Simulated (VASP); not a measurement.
# Se (R-3m) in VASP: further runs

Runs on Se. Level: PBE. Tasks: single point.

Everything below comes from runs of VASP 6.6.1. Logs are shortened: lines on timing, memory, paths and dates and some standing lists are left out, and cuts for length are marked.

## 1. The cell of the first run

The typed cell holds 2 atoms: a = 3.555 Å, b = 3.555 Å, c = 3.555 Å, α = 59.96°, β = 59.96°, γ = 59.96°.

This isn't the form of Se at room conditions, which is trigonal, of chains.

## 2. Single point, PBE (15.88 Å³/atom)

POSCAR

```
Se
1.0
    1.7766107760     -1.0257267098      2.9038984756
    0.0000000000      2.0514534196      2.9038984756
   -1.7766107760     -1.0257267098      2.9038984756
Se
2
Direct
    0.2500000000      0.2500000000      0.2500000000
   -0.2500000000     -0.2500000000     -0.2500000000
```

INCAR.step1

```
SYSTEM = Se
PREC = Accurate
ENCUT = 520
EDIFF = 1E-6
ISMEAR = -1
SIGMA = 0.08
LREAL = .FALSE.
LASPH = .TRUE.
NELM = 100
ALGO = Normal
ISIF = 2
LWAVE = .FALSE.
LCHARG = .TRUE.
GGA = PE
NBANDS = 13
```

KPOINTS.step1

```
Automatic mesh
0
G
  13 13 13
  0 0 0
```

INCAR.step2

```
SYSTEM = Se
PREC = Accurate
ENCUT = 520
EDIFF = 1E-6
ISMEAR = -5
SIGMA = 0.08
LREAL = .FALSE.
LASPH = .TRUE.
NELM = 100
ALGO = Normal
ISIF = 2
LWAVE = .FALSE.
LCHARG = .FALSE.
GGA = PE
LORBIT = 10
NEDOS = 1001
ICHARG = 11
```

KPOINTS.step2

```
Automatic mesh
0
G
  20 20 20
  0 0 0
```

Potentials or basis: VASP PAW PBE potentials, release 64 (Se).

Run with:

```
$ cat potpaw_PBE.64/Se/POTCAR > POTCAR
$ cp INCAR.step1 INCAR
$ cp KPOINTS.step1 KPOINTS
$ mpirun -np 1 vasp_std > vasp.out
$ cp INCAR.step2 INCAR
$ cp KPOINTS.step2 KPOINTS
$ mpirun -np 1 vasp_std > vasp.out
```

OUTCAR:

```text
SYSTEM = Se
   PREC = Accurate
   ENCUT = 520
   EDIFF = 1E-6
   ISMEAR = -5
   LREAL = .FALSE.
   LASPH = .TRUE.
   NELM = 100
   ISIF = 2
   GGA = PE
   LORBIT = 10
   ICHARG = 11

 ion  position               nearest neighbor table
   1  0.250  0.250  0.250-   2 2.51   2 2.51   2 2.51   2 2.51   2 2.51   2 2.51
   2  0.750  0.750  0.750-   1 2.51   1 2.51   1 2.51   1 2.51   1 2.51   1 2.51

  LATTYP: Found a trigonal (rhomboedric) cell.
 ALAT       =     3.5554307038
 COS(alpha) =     0.5006211527

  Lattice vectors:

 A1 = (   1.7766107760,  -1.0257267098,   2.9038984756)
 A2 = (   0.0000000000,   2.0514534196,   2.9038984756)
 A3 = (  -1.7766107760,  -1.0257267098,   2.9038984756)

Analysis of symmetry for initial positions (statically):
=====================================================================
 Subroutine PRICEL returns following result:

  LATTYP: Found a trigonal (rhomboedric) cell.
 ALAT       =     2.5132882289
 COS(alpha) =     0.0006215388

  Lattice vectors:

 A1 = (   1.7766107760,   1.0257267098,   1.4519492378)
 A2 = (  -1.7766107760,   1.0257267098,   1.4519492378)
 A3 = (   0.0000000000,  -2.0514534196,   1.4519492378)

   2 primitive cells build up your supercell.

 Routine SETGRP: Setting up the symmetry group for a
 trigonal (rhombohedral) supercell.

 Subroutine GETGRP returns: Found 12 space group operations
 (whereof 12 operations were pure point group operations)
 out of a pool of 12 trial point group operations.

The static configuration has the point symmetry D_3d.

Analysis of symmetry for dynamics (positions and initial velocities):
=====================================================================
 Subroutine PRICEL returns following result:

  LATTYP: Found a trigonal (rhomboedric) cell.
 ALAT       =     2.5132882289
 COS(alpha) =     0.0006215388

  Lattice vectors:

 A1 = (   1.7766107760,   1.0257267098,   1.4519492378)
 A2 = (  -1.7766107760,   1.0257267098,   1.4519492378)
 A3 = (   0.0000000000,  -2.0514534196,   1.4519492378)

   2 primitive cells build up your supercell.

 Routine SETGRP: Setting up the symmetry group for a
 trigonal (rhombohedral) supercell.

 Subroutine GETGRP returns: Found 12 space group operations
 (whereof 12 operations were pure point group operations)
 out of a pool of 12 trial point group operations.

The dynamic configuration has the point symmetry D_3d.

 Subroutine INISYM returns: Found 12 space group operations
 (whereof 12 operations are pure point group operations),
 and found     2 'primitive' translations

----------------------------------------------------------------------------------------

                                     Primitive cell

  volume of cell :      15.8755

  direct lattice vectors                    reciprocal lattice vectors
     1.776610776  1.025726710  1.451949238     0.281434745  0.162486426  0.229576437
    -1.776610776  1.025726710  1.451949238    -0.281434745  0.162486426  0.229576437
     0.000000000 -2.051453420  1.451949238    -0.000000000 -0.324972851  0.229576437

  length of vectors
     2.513288229  2.513288229  2.513288229     0.397885278  0.397885278  0.397885278

  position of ions in fractional coordinates (direct lattice)
     0.500000000  0.500000000  0.500000000

  ion indices of the primitive-cell ions
   primitive index   ion index
                 1           1

----------------------------------------------------------------------------------------

 KPOINTS: Automatic mesh

Automatic generation of k-mesh.
 Grid dimensions read from file:
 generate k-points for:   20   20   20

 Generating k-lattice:

  Cartesian coordinates                     Fractional coordinates (reciprocal lattice)
     0.014071737 -0.008124321  0.005739411     0.050000000  0.000000000  0.000000000
     0.000000000  0.016248643  0.005739411     0.000000000  0.050000000  0.000000000
    -0.014071737 -0.008124321  0.005739411     0.000000000  0.000000000  0.050000000

  Length of vectors
     0.017232505  0.017232505  0.017232505

  Shift w.r.t. Gamma in fractional coordinates (k-lattice)
     0.000000000  0.000000000  0.000000000

 TETIRR: Found   4000 inequivalent tetrahedra from    48000

 Subroutine IBZKPT returns following result:
 ===========================================

 Found    781 irreducible k-points:

 Following reciprocal coordinates:
            Coordinates               Weight
  0.000000  0.000000  0.000000      1.000000
  0.050000 -0.000000  0.000000      6.000000
  0.100000 -0.000000  0.000000      6.000000
  0.150000 -0.000000  0.000000      6.000000
  0.200000 -0.000000  0.000000      6.000000
  0.250000 -0.000000 -0.000000      6.000000
[... 16 lines left out ...]
 -0.400000  0.050000  0.000000     12.000000
 -0.350000  0.050000  0.000000     12.000000
 [... further k-points ...]
   k-points           NKPTS =    781   k-points in BZ     NKDIM =    781   number of bands    NBANDS=     10
   number of dos      NEDOS =   1001   number of ions     NIONS =      2
   total plane-waves  NPLWV =  21952
   dimension x,y,z NGX =    28 NGY =   28 NGZ =   28
   dimension x,y,z NGXF=    56 NGYF=   56 NGZF=   56
   ions per type =               2
   NGX,Y,Z   is equivalent  to a cutoff of  13.09, 13.09, 13.09 a.u.
   NGXF,Y,Z  is equivalent  to a cutoff of  26.18, 26.18, 26.18 a.u.
 SYSTEM =  Se
   PREC   = accura    normal or accurate (medium, high low for compatibility)
   ISTART =      0    job   : 0-new  1-cont  2-samecut
   ICHARG =     11    charge: 1-file 2-atom 10-const
   ISPIN  =      1    spin polarized calculation?
   LNONCOLLINEAR =      F non collinear calculations
   LSORBIT =      F    spin-orbit coupling
   LASPH  =      T    aspherical Exc in radial PAW
   ENCUT  =  520.0 eV  38.22 Ry    6.18 a.u.   6.61  6.61  6.61*2*pi/ulx,y,z
   NELM   =    100;   NELMIN=  2; NELMDL=  0     # of ELM steps
   EDIFF  = 0.1E-05   stopping-criterion for ELM
   LREAL  =      F    real-space projection
   EDIFFG = 0.1E-04   stopping-criterion for IOM
   NSW    =      0    number of steps for IOM
   IBRION =     -1    ionic relax: 0-MD 1-quasi-New 2-CG
   NFREE  =      0    steps in history (QN), initial steepest desc. (CG)
   ISIF   =      2    stress and relaxation
   ISYM   =      2    0-nonsym 1-usesym 2-fastsym
   POTIM  = 0.5000    time-step for ionic-motion
   TEBEG  =    0.0;   TEEND  =   0.0 temperature during run
   PSTRESS=    0.0 pullay stress
   NELECT =      12.0000    total number of electrons
   NUPDOWN=      -1.0000    fix difference up-down
   EMIN   =  10.00;   EMAX   =-10.00  energy-range for DOS
   EFERMI =   0.00;   METHOD = LEGACY
   ISMEAR =    -5;   SIGMA  =   0.08  broadening in eV -4-tet -1-fermi 0-gaus
   EFERMI_NEDOS =   21; number of points for ismear=-14 and -15
   IALGO  =     38    algorithm
   IMIX   =      4    mixing-type and parameters
     AMIX     =   0.40;   BMIX     =  1.00
     AMIX_MAG =   1.60;   BMIX_MAG =  1.00
  volume/ion in A,a.u.               =      15.88       107.13
  Fermi-wavevector in a.u.,A,eV,Ry     =   1.183631  2.236738 19.061525  1.400983
  Thomas-Fermi vector in A             =   2.319862
   LORBIT       =     10    0 simple, 1 ext, 2 COOP (PROOUT), +10 PAW based schemes
   GGA     = PE    functional components
   LHFCALC =     F    Hartree Fock is set to
   AEXX    =    0.0000 exact exchange contribution
   IVDW    =     0    specifies the selected vdW correction
   LEPSILON=     F    determine dielectric tensor
   LRPA    =     F    only Hartree local field effects (RPA)
 non-spin polarized calculation
 Fermi weights with tetrahedron method with Bloechl corrections
  energy-cutoff  :      520.00
  volume of cell :       31.75
 maximum number of plane-waves:       881

 number of electron      12.0000001 magnetization

 Free energy of the ion-electron system (eV)
  ---------------------------------------------------
  ext. energy  EPLUGINS =         0.00000000
  ---------------------------------------------------
  free energy    TOTEN  =        -4.93763989 eV

  energy without entropy =       -4.93763989  energy(sigma->0) =       -4.93763989

 E-fermi :   9.8045     XC(G=0): -11.5651

 val. band max:        9.8509772015   @ k =   0.3500   0.3000   0.1500
 cond. band min:       9.7126918010   @ k =   0.4000   0.1000  -0.0000
 fundamental gap:     -0.1382854005
 Fermi energy:         9.8045128702

 k-point     1 :       0.0000    0.0000    0.0000
  band No.  band energies     occupation
      1     -10.2287      2.00000
      2       1.4594      2.00000
      3       4.7607      2.00000
      4       4.7757      2.00000
      5       4.7757      2.00000
      6      11.6752      0.00000
      7      11.6752      0.00000
      8      11.6817      0.00000
      9      13.9524      0.00000
     10      13.9691      0.00000

 k-point     2 :       0.0500   -0.0000    0.0000
  band No.  band energies     occupation
      1     -10.1888      2.00000
      2       1.2155      2.00000
      3       4.7663      2.00000
      4       4.7797      2.00000
      5       4.9346      2.00000
      6      11.4588      0.00000
      7      11.4639      0.00000
      8      11.5596      0.00000
      9      13.9906      0.00000
     10      14.0385      0.00000

 k-point     3 :       0.1000   -0.0000    0.0000
  band No.  band energies     occupation
      1     -10.0691      2.00000
      2       0.6025      2.00000
      3       4.7807      2.00000
      4       4.7936      2.00000
      5       5.2995      2.00000
      6      10.9210     -0.12688
      7      10.9248      0.00000
      8      11.2416      0.00000
      9      13.9604      0.00000
     10      14.2928      0.00000

 k-point     4 :       0.1500   -0.0000    0.0000
  band No.  band energies     occupation
      1      -9.8701      2.00000
      2      -0.2035      2.00000
      3       4.8106      2.00000
      4       4.8230      2.00000
      5       5.7020      2.00000
      6      10.2390      0.59722
      7      10.2414     -0.03561
      8      10.7909      0.00000
      9      14.0864      0.00000
     10      14.6844      0.00000

 k-point     5 :       0.2000   -0.0000    0.0000
  band No.  band energies     occupation
      1      -9.5923      2.00000
      2      -1.0986      2.00000
      3       4.8640      2.00000
      4       4.8756      2.00000
      5       6.0600      2.00000
      6       9.5211      1.96640
      7       9.5222      1.65441
      8      10.2750      0.00026
      9      14.3947      0.00000
     10      15.2324      0.00000

 k-point     6 :       0.2500   -0.0000   -0.0000
  band No.  band energies     occupation
      1      -9.2367      2.00000
      2      -2.0280      2.00000
      3       4.9494      2.00000
      4       4.9601      2.00000
      5       6.3548      2.00000
      6       8.8196      2.00000
      7       8.8197      2.00000
      8       9.7431      0.35788
      9      14.9045      0.00000
     10      15.9203      0.00000
[... 183 lines left out ...]
 k-point    21 :       0.5000    0.0500   -0.0000
  band No.  band energies     occupation
      1      -6.5730      2.00000
      2      -6.0758      2.00000
      3       5.2342      2.00000
      4       5.3624      2.00000
      5       6.0309      2.00000
      6       6.9334      2.00000
      7       8.0977      2.00000
      8       8.1552      2.00000
      9      18.7295      0.00000
     10      19.7901      0.00000

 k-point    22 :      -0.4500    0.0500    0.0000
  band No.  band energies     occupation
      1      -6.8091      2.00000
      2      -5.8202      2.00000
      3       4.8990      2.00000
      4       5.7380      2.00000
      5       6.4081      2.00000
      6       6.5385      2.00000
      7       7.7812      2.00000
      8       8.5060      2.03309
      9      18.6044      0.00000
     10      19.7321      0.00000

 k-point    23 :      -0.4000    0.0500    0.0000
  band No.  band energies     occupation
      1      -7.4787      2.00000
      2      -5.0119      2.00000
      3       4.6342      2.00000
      4       6.1839      2.00000
      5       6.1997      2.00000
      6       6.8448      2.00000
      7       7.5045      2.00000
      8       8.9050      2.10503
      9      17.4844      0.00000
     10      18.5715      0.00000

 k-point    24 :      -0.3500    0.0500    0.0000
  band No.  band energies     occupation
      1      -8.0803      2.00000
      2      -4.1564      2.00000
      3       4.4384      2.00000
      4       5.9126      2.00000
      5       6.6996      2.00000
      6       7.2551      2.00000
      7       7.3413      2.00000
      8       9.3521      1.80961
      9      16.4642      0.00000
     10      17.5228      0.00000

 [... further k-points ...]

------------------------ aborting loop because EDIFF is reached ----------------------------------------

  FORCE on cell =-STRESS in cart. coord.  units (eV):
  Direction    XX          YY          ZZ          XY          YZ          ZX
  --------------------------------------------------------------------------------------
  -------------------------------------------------------------------------------------
  Total       11.0233114     11.0233114     11.0358496     -0.0000000      0.0000000     -0.0000000
  in kB      556.2448749    556.2448749    556.8775648     -0.0000000      0.0000000     -0.0000000
  external PRESSURE =     556.4557716 kB  Pullay stress =       0.0000000 kB

 VOLUME and BASIS-vectors are now :
 -----------------------------------------------------------------------------
  energy-cutoff  :      520.00
  volume of cell :       31.75
      direct lattice vectors                 reciprocal lattice vectors
     1.776610776 -1.025726710  2.903898476     0.281434745 -0.162486426  0.114788219
     0.000000000  2.051453420  2.903898476     0.000000000  0.324972851  0.114788219
    -1.776610776 -1.025726710  2.903898476    -0.281434745 -0.162486426  0.114788219

 POSITION                                       TOTAL-FORCE (eV/Angst)
 -----------------------------------------------------------------------------------
      0.00000      0.00000      2.17792         0.000000      0.000000      0.000000
      0.00000      0.00000      6.53377        -0.000000     -0.000000     -0.000000
 -----------------------------------------------------------------------------------
    total drift:                               -0.000000     -0.000000     -0.000000

  FREE ENERGIE OF THE ION-ELECTRON SYSTEM (eV)
  ---------------------------------------------------
  free  energy   TOTEN  =        -4.9376398866 eV

  energy  without entropy=       -4.9376398866  energy(sigma->0) =       -4.93763989

 total charge

# of ion       s       p       d       tot
------------------------------------------
    1        1.554   2.236   0.146   3.936
    2        1.554   2.236   0.146   3.936
--------------------------------------------------
tot          3.108   4.472   0.292   7.872
```

Run time: 1.9 min. Hardware: 1 thread of Intel Xeon 6975P-C (Granite Rapids), shared host; peak memory 0.33 GiB.

What came out:

* Valence electrons inside the program's atomic spheres: Se 3.94

## 3. Single point, PBE

This run uses another cell than the first one, of 22.68 Å³/atom.

POSCAR

```
Se
1.0
    2.0009041209     -1.1552225328      3.2705095032
    0.0000000000      2.3104450656      3.2705095032
   -2.0009041209     -1.1552225328      3.2705095032
Se
2
Direct
    0.2499989885      0.2499989885      0.2499989885
   -0.2499989885     -0.2499989885     -0.2499989885
```

INCAR.step1

```
  ALGO = Normal
  EDIFF = 1E-6
  ENCUT = 520
  GGA = PE
  ISIF = 2
  ISMEAR = -1
  LASPH = T
  LCHARG = T
  LREAL = F
  LWAVE = F
  NBANDS = 13
  NELM = 60
  PREC = Accurate
  SIGMA = 0.08
```

KPOINTS.step1

```
k-points
0
Gamma
  13 13 13
```

INCAR.step2

```
  ALGO = Normal
  EDIFF = 1E-6
  ENCUT = 520
  GGA = PE
  ICHARG = 11
  ISIF = 2
  ISMEAR = -5
  LASPH = T
  LCHARG = F
  LORBIT = 10
  LREAL = F
  LWAVE = F
  NEDOS = 2001
  NELM = 60
  PREC = Accurate
  SIGMA = 0.08
```

KPOINTS.step2

```
k-points
0
Gamma
  20 20 20
```

Potentials or basis: VASP PAW PBE potentials, release 64 (Se).

Run with:

```
$ cat potpaw_PBE.64/Se/POTCAR > POTCAR
$ cp INCAR.step1 INCAR
$ cp KPOINTS.step1 KPOINTS
$ mpirun -np 1 vasp_std > vasp.out
$ cp INCAR.step2 INCAR
$ cp KPOINTS.step2 KPOINTS
$ mpirun -np 1 vasp_std > vasp.out
```

Wall time 2.6 min (1 thread of Intel Xeon 6975P-C (Granite Rapids), shared host); peak memory 0.42 GiB.

It converged, with:

| Quantity | Value |
| --- | --- |
| Valence electrons inside the program's atomic spheres | Se 3.65 |

Levels at points of the mesh, in eV from the Fermi level:
```
           k point  band 3  band 4  band 5  band 6  band 7  band 8  band 9  band 10
(0.00, 0.00, 0.00)   -3.31   -3.30   -3.30    1.39    1.39    1.39    5.87     5.88
(0.50, 0.00, 0.00)   -2.13   -2.13   -2.13   -2.13   -1.92   -1.92    9.16     9.16
(0.50, 0.50, 0.00)   -6.90   -4.99   -4.99    2.79    2.79    2.98    4.06     9.92
(0.50, 0.50, 0.50)   -2.12   -2.12   -2.12   -2.12   -1.91   -1.91    9.16     9.16
```
